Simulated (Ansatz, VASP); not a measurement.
# SiB6 in VASP and in Ansatz

```
CELL_PARAMETERS angstrom
4.13000 0.00000 0.00000
0.00000 4.13000 0.00000
0.00000 0.00000 4.13000
ATOMIC_POSITIONS crystal
Si 0.00000 0.00000 0.00000
B 0.21000 0.50000 0.50000
B 0.50000 0.21000 0.50000
B 0.79000 0.50000 0.50000
B 0.50000 0.79000 0.50000
B 0.50000 0.50000 0.21000
B 0.50000 0.50000 0.79000
```

Alike in both runs: task single point; functional PBE; k mesh 4 × 4 × 4; occupations gaussian, width 0.1 eV; no spin polarisation.

|  | VASP | Ansatz |
| --- | --- | --- |
| version | VASP 6.6.1 | Ansatz 0.2.0 |
| potentials or method | VASP PAW PBE potentials, release 64 (Si, B), cutoff 520 eV | scalar-relativistic, plane waves, PAW |
| valence electrons in the cell | 22 | 22 |

|  | VASP | Ansatz | Ansatz less VASP |
| --- | --- | --- | --- |
| gap on the k mesh at the Fermi level (eV) | 0.41 | 0.41 | -0.001 |
| least direct gap on the mesh (eV) | 1.41 | 1.41 | -0.002 |
| pressure (GPa) | 3.9 | 3.8 | -0.10 |
| rms of the force components (eV/Å) | 1.407 | 1.385 | -0.0218 |

Atom by atom the forces differ by 0.022 eV/Å (rms over components). The functional is the same, so the differences come from potentials, cutoffs and numerics.
